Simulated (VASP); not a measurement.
Crystal: Au.

```xyz
4
Lattice="2.2417 -3.7992 0.0000 2.2417 3.7992 0.0000 0.0000 0.0000 4.4893" Properties=species:S:1:pos:R:3 pbc="T T T"
Au    2.2417    2.6405    0.3524
Au    2.2417   -1.1588    1.8922
Au    2.2417   -2.6405    4.1369
Au    2.2417    1.1588    2.5971
```

| Quantity | Value |
| --- | --- |
| Program | VASP 6.6.1 |
| Task | relaxation of cell and atoms |
| Functional | PBE |
| Potentials or basis | VASP PAW PBE potentials, release 64 (Au) |
| Cutoff | 600 eV |
| k mesh | 4 × 4 × 4 |
| Occupations | gaussian, width 0.1 eV |
| Spin | no spin polarisation |

At the start: pressure 22.1 GPa; volume 19.12 Å³/atom.

Problem. Where does the relaxation end?

Solution. Over 66 steps the energy falls by 562.9 meV/atom and the volume is 17.93 Å³/atom (-6.2 %); space group Cmce (No. 64, to 0.1 Å) before, I4/mmm (No. 139, to 0.1 Å).

Step by step:
```csv
step,energy change (eV),largest force (eV/Å),pressure (GPa),volume (Å³)
1,0.0000,1.9766,22.11,76.47
3,-0.9607,0.1172,-1.25,90.09
5,-0.9634,0.1375,-0.42,89.21
7,-0.9979,0.0156,0.96,88.34
9,-1.0114,0.1292,-0.64,89.92
11,-1.0285,0.2469,0.42,89.05
13,-1.0699,0.2260,-0.14,89.52
15,-1.2967,0.1817,-5.27,90.36
17,-1.3081,0.1729,-5.57,90.21
19,-1.3385,0.1290,-7.00,89.41
21,-1.4337,0.1068,-6.12,87.01
23,-1.8685,0.2373,-0.27,76.29
25,-1.8908,0.2968,1.62,74.90
27,-1.9150,0.3699,4.45,72.92
29,-1.9426,0.4435,6.01,71.70
31,-2.0194,0.3159,-0.63,74.62
33,-2.0449,0.2836,-0.47,74.31
35,-2.1208,0.1660,0.82,72.93
37,-2.1292,0.1432,1.42,72.55
39,-2.1391,0.0933,-0.72,73.65
41,-2.1438,0.0443,-0.24,73.35
43,-2.1452,0.0345,0.18,73.07
45,-2.1465,0.0238,0.11,73.02
47,-2.1480,0.0126,-0.51,73.24
49,-2.1580,0.0256,-0.93,73.22
51,-2.2178,0.1741,-1.86,73.01
53,-2.2188,0.1920,-1.76,72.94
55,-2.2201,0.2031,-1.57,72.83
57,-2.2263,0.1970,-0.84,72.42
59,-2.2279,0.1661,2.43,70.79
61,-2.2345,0.1711,0.78,71.56
63,-2.2462,0.0768,0.04,71.84
65,-2.2510,0.0369,-0.34,71.98
66,-2.2515,0.0280,0.16,71.72
```

Final structure:
```
CELL_PARAMETERS angstrom
2.42040 -2.42500 0.00000
2.42040 2.42500 0.00000
0.00000 0.00000 6.10942
ATOMIC_POSITIONS crystal
Au 0.25052 0.74948 0.12452
Au 0.75052 0.24948 0.37548
Au 0.74948 0.25052 0.87548
Au 0.24948 0.75052 0.62452
```

Caveat: the k points lie up to 0.46 Å⁻¹ apart in the final cell, too coarse for converged energies and pressures of a metal; a cell axis changed by over 15 % at a fixed basis, so the end point is rough.
